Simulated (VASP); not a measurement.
Input of a VASP 6.6.1 run:

Contents of INCAR:

```
PREC = Accurate
ENCUT = 600
EDIFF = 1E-6
ISMEAR = 0
SIGMA = 0.1
LREAL = F
LASPH = T
NELM = 60
ALGO = Fast
ISIF = 3
LWAVE = F
LCHARG = F
GGA = PE
IBRION = 2
NSW = 90
EDIFFG = -0.04
```

The input KPOINTS:

```
Automatic mesh
0
Gamma
  3 3 6
```

File POSCAR:

```
CsGe3
1.0
    6.8491669901      0.0000000000      0.0000000000
   -3.4245834951      5.9315526082      0.0000000000
    0.0000000000      0.0000000000      2.8833963175
Cs Ge
1 3
Direct
    0.0000000000      0.0000000000      0.0000000000
    0.5000000000      0.0000000000      0.0000000000
    0.0000000000      0.5000000000      0.0000000000
    0.5000000000      0.5000000000      0.0000000000
```

Potentials or basis: VASP PAW PBE potentials, release 64 (Cs_sv, Ge_d).

The run is started by

```console
$ cat potpaw_PBE.64/Cs_sv/POTCAR potpaw_PBE.64/Ge_d/POTCAR > POTCAR
$ mpirun -np 1 vasp_std > vasp.out
```

Problem. What does it give for the space group after relaxing (to 0.1 Å)?

Solution. P6/mmm (No. 191).

Problem. What does it give for the relaxed cell?

Solution. a = 6.531 Å, b = 6.531 Å, c = 3.094 Å, α = 90.00°, β = 90.00°, γ = 120.00°.

Problem. Predict the relaxed volume.

Solution. 28.57 Å³/atom.

Stress tensor (GPa, compression positive):
```
-0.04  0.00  0.00
 0.00 -0.04  0.00
 0.00  0.00  0.04
```

Caveat: the k points lie up to 0.37 Å⁻¹ apart in the final cell, too coarse for converged energies and pressures of a metal; an odd number of electrons without spin polarisation forces a metal; a magnetic or distorted state may lie lower.
